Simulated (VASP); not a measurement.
ZnO: single point with PBEsol

The system is ZnO.

```
CELL_PARAMETERS angstrom
3.35974 0.00000 0.00000
-1.67987 2.90962 0.00000
0.00000 0.00000 5.08880
ATOMIC_POSITIONS crystal
Zn 0.66667 0.33333 0.49531
Zn 0.33333 0.66667 0.99531
O 0.66667 0.33333 0.88500
O 0.33333 0.66667 0.38500
```

This cell differs from its parent crystal: biaxial strain in the a-b plane: +4.0 %.

```yaml
Program: VASP 6.6.1
Task: single point
Functional: PBEsol
Potentials_or_basis: VASP PAW PBE potentials, release 64 (Zn, O)
Cutoff: 520 eV
k_mesh: 9 × 9 × 6
Occupations: gaussian, width 0.02 eV
Spin: no spin polarisation
```

- Pressure: -6.3 GPa
- Largest force: 0.147 eV/Å
- Band gap on the k mesh: 0.67 eV, direct

Forces on the atoms (eV/Å):
```
Zn   0.000  0.000 -0.147
Zn   0.000  0.000 -0.147
O    0.000  0.000  0.147
O    0.000  0.000  0.147
```

Stress tensor (GPa, compression positive):
```
-9.06  0.00  0.00
 0.00 -9.06  0.00
 0.00  0.00 -0.81
```

Levels at points of the mesh, in eV from the valence-band top:
```tsv
k point	band 16	band 17	band 18	band 19	band 20	band 21
(0.00, 0.00, 0.00)	-0.02	0.00	0.00	0.67	4.78	8.49
(0.00, 0.00, 0.50)	-0.40	-0.40	-0.40	3.38	3.38	10.19
```

Run time: 54 s on 1 thread of Intel(R) Xeon(R) Platinum 8375C CPU @ 2.90GHz (Ice Lake), with other jobs on the host, peak memory 0.2 GiB.

Caveat: the cell differs from its parent crystal (biaxial strain in the a-b plane: +4.0 %); the PAW data sets were made with another functional, which shifts forces and pressure a little.
